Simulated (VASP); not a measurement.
Set up this calculation in VASP 6.6.1, as the native input.

```
Task                   : single point
Functional             : PBE
Potentials or basis    : VASP PAW PBE potentials, release 64 (Ir, S)
Cutoff                 : 520 eV
k mesh                 : 10 × 10 × 10
Occupations            : gaussian, width 0.05 eV
Spin                   : no spin polarisation
Dipole correction      : no
Further INCAR settings : ALGO = Normal; EDIFF = 1e-06; NBANDS = 14
```

The structure of IrS lies in POSCAR:

```
IrS
1.0
    0.0000000000      2.5872431510      2.5872431510
    2.5872431510      0.0000000000      2.5872431510
    2.5872431510      2.5872431510      0.0000000000
Ir S
1 1
Direct
    0.0000000000      0.0000000000      0.0000000000
    0.2500000000      0.2500000000      0.2500000000
```

One way to write it, as run:

INCAR

```
SYSTEM = IrS
  ALGO = Normal
  EDIFF = 1E-6
  ENCUT = 520
  GGA = PE
  ISIF = 2
  ISMEAR = 0
  LASPH = .True.
  LCHARG = .False.
  LREAL = .False.
  LWAVE = .False.
  NBANDS = 14
  NELM = 80
  PREC = Accurate
  SIGMA = 0.05
```

KPOINTS

```
k-points
0
Gamma
  10 10 10
  0 0 0
```

Potentials or basis: VASP PAW PBE potentials, release 64 (Ir, S).

Command:

```sh
$ cat potpaw_PBE.64/Ir/POTCAR potpaw_PBE.64/S/POTCAR > POTCAR
$ mpirun -np 1 vasp_std > vasp.out
```

It gave:

```yaml
Pressure: 10.7 GPa
Band_gap_on_the_k_mesh: zero (an odd number of electrons rules out a gap without spin polarisation)
```

Caveat: the cell stands under pressure; spin-orbit coupling is left out, which moves the levels of the heavy elements.

Run time: 35 s on 1 thread of Intel Xeon 8259CL, with other jobs on the host, peak memory 0.17 GiB.
